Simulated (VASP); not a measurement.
A run of VASP 6.6.1:

File INCAR:

```
SYSTEM = Ir
ALGO = Fast
EDIFF = 1E-6
ENCUT = 520
GGA = PE
ISIF = 2
ISMEAR = -1
LASPH = .True.
LCHARG = .False.
LREAL = .False.
LWAVE = .False.
NBANDS = 10
NELM = 60
PREC = Accurate
SIGMA = 0.05
```

File KPOINTS:

```
k-points
0
Gamma
  12 12 12
  0 0 0
```

File POSCAR:

```
Ir
1.0
    0.0000000000      1.9282864624      1.9282864624
    1.9282864624      0.0000000000      1.9282864624
    1.9282864624      1.9282864624      0.0000000000
Ir
1
Direct
    0.0000000000      0.0000000000      0.0000000000
```

Potentials or basis: VASP PAW PBE potentials, release 64 (Ir).

The run is started by

```console
$ cat potpaw_PBE.64/Ir/POTCAR > POTCAR
$ mpirun -np 1 vasp_std > vasp.out
```

Hardware: 1 thread of Intel(R) Xeon(R) Platinum 8559C (Emerald Rapids), with other jobs on the host.

Question: How long does it take, and how much memory?

Answer: It took 8.6 s on 1 thread of Intel(R) Xeon(R) Platinum 8559C (Emerald Rapids), with other jobs on the host, peak memory 0.13 GiB. Counts: scf iterations 16, k points 72.
